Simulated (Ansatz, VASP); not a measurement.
**One calculation of Co, two programs**

The input INCAR:

```
ALGO = Normal
EDIFF = 1E-6
ENCUT = 520
GGA = PS
ISIF = 2
ISMEAR = -1
LASPH = True
LCHARG = False
LREAL = False
LWAVE = False
NBANDS = 20
NELM = 100
PREC = Accurate
SIGMA = 0.1
```

KPOINTS

```
k-points
0
Gamma
  11 11 15
```

The input POSCAR:

```
Co
1.0
    3.8548903590      0.0000000000      0.0000000000
   -1.9274451795      3.3384329797      0.0000000000
    0.0000000000      0.0000000000      2.3611187515
Co
3
Direct
    0.0000000000      1.0000000000      0.0000000000
    0.3333333333      0.6666666667      0.5000000000
    0.6666666667      0.3333333333      0.5000000000
```

Input for Ansatz:

```yaml
crystal:
  lattice:
    - [3.854890359, 0.0, 0.0]
    - [-1.9274451795, 3.3384329797, 0.0]
    - [0.0, 0.0, 2.3611187515]
  atoms:
    - { symbol: Co, position: [0.0, 1.0, 0.0] }
    - { symbol: Co, position: [0.3333333333, 0.6666666667, 0.5] }
    - { symbol: Co, position: [0.6666666667, 0.3333333333, 0.5] }
hamiltonian:
  xc: pbesol
  pseudopotentials:
    kind: paw
    azcp:
      Co: "pseudopotentials/Co.paw.azcp"
basis:
  ecutwfc: 420
  fft_grid_basis: typed
kpoints:
  mp_grid: { grid: [11, 11, 15], shift: [0, 0, 0] }
magnetization:
  spin_polarized: false
scf:
  occupations: { method: fermi_dirac, width: 0.1 }
  lower_state_search: "off"
output:
  stress: true
```

Alike in both runs: task single point; functional PBEsol; k mesh 11 × 11 × 15; occupations fermi-dirac, width 0.1 eV; no spin polarisation.

```csv
,VASP,Ansatz
version,VASP 6.6.1,Ansatz 0.2.0
potentials or method,"VASP PAW PBE potentials, release 64 (Co), cutoff 520 eV","plane waves (420 eV) with PAW, scalar-relativistic"
valence electrons in the cell,27,51
```

Ansatz gave:

* pressure (GPa): 0.0
* traceless stress, the component that is largest in VASP (GPa): 0.28

Task: Which values does VASP return?

Result: Pressure (GPa): -0.8; traceless stress, the component that is largest in VASP (GPa): 0.25.

VASP's potentials were made for PBE, not for PBEsol, and Ansatz warns of the same on its side. The functional is the same, so the differences come from potentials, cutoffs and numerics. VASP's potentials hold 27 valence electrons a cell and Ansatz's 51, so a difference there can come from the potentials and not from the codes.
